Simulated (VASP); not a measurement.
Input of a VASP 6.6.1 run:

File INCAR:

```
PREC = Accurate ; ENCUT = 520
EDIFF = 1E-7 ; ISMEAR = -1
SIGMA = 0.1 ; LREAL = False
LASPH = True ; NELM = 80
ALGO = Normal ; ISIF = 2
LWAVE = False ; LCHARG = False
GGA = PS ; NBANDS = 15
```

KPOINTS

```
regular mesh
0
Gamma
  12 12 8
```

File POSCAR:

```
HfB2
1.0
    3.1266511473      0.0000000000      0.0000000000
   -1.5633255737      2.7077593224      0.0000000000
    0.0000000000      0.0000000000      3.4492547960
Hf B
1 2
Direct
    0.0000000000      0.0000000000      0.0000000000
    0.3333333333      0.6666666667      0.5000000000
    0.6666666667      0.3333333333      0.5000000000
```

Potentials or basis: VASP PAW PBE potentials, release 64 (Hf_pv, B).

The run is started by

```console
$ cat potpaw_PBE.64/Hf_pv/POTCAR potpaw_PBE.64/B/POTCAR > POTCAR
$ mpirun -np 1 vasp_std > vasp.out
```

Estimate the band gap on the k mesh.

zero (band 8 reaches 8.22 eV, above the bottom of band 9 at 7.12 eV).

Predict the pressure.

-0.1 GPa.

Stress tensor (GPa, compression positive):
```
-0.21  0.00  0.00
 0.00 -0.21  0.00
 0.00  0.00  0.14
```

Caveat: the PAW data sets were made with another functional, which shifts forces and pressure a little; spin-orbit coupling is left out, which moves the levels of the heavy elements.
